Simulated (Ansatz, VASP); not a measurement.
## Ir5Rh in VASP and in Ansatz

```
CELL_PARAMETERS angstrom
2.73432 0.00000 0.00000
0.00000 2.73432 0.00000
0.00000 0.00000 11.59935
ATOMIC_POSITIONS crystal
Ir 0.00000 0.00000 0.83290
Ir 0.00000 0.00000 0.16710
Ir 0.50000 0.50000 0.33233
Ir 0.00000 0.00000 0.50000
Ir 0.50000 0.50000 0.66767
Rh 0.50000 0.50000 0.00000
```

Alike in both runs: functional PBE; k mesh 16 × 16 × 4; occupations fermi-dirac, width 0.15 eV; no spin polarisation.

Ansatz relaxed the structure, and its values are those at the end. VASP's run is a single point on that final structure, the one shown.

|  | VASP | Ansatz |
| --- | --- | --- |
| version | VASP 6.6.1 | Ansatz 0.2.0 |
| potentials or method | VASP PAW PBE potentials, release 64 (Ir, Rh_pv), cutoff 520 eV | scalar-relativistic, plane waves, PAW |
| valence electrons in the cell | 60 | 102 |

Ansatz gave:

| Property | Result |
| --- | --- |
| gap on the k mesh at the Fermi level (eV) | none |
| pressure (GPa) | 0.0 |
| rms of the force components (eV/Å) | 0.000 |

Task: Which values does VASP return?

Result: gap on the k mesh at the Fermi level (eV): none; pressure (GPa): 0.4; rms of the force components (eV/Å): 0.013.

A gap of «none» marks a metal or a gap that the smearing closes. With one functional, cell and mesh, what is left measures potentials, basis and numerics. VASP's potentials hold 60 valence electrons a cell and Ansatz's 102, so a difference there can come from the potentials and not from the codes.

Neither program's run includes spin-orbit coupling.
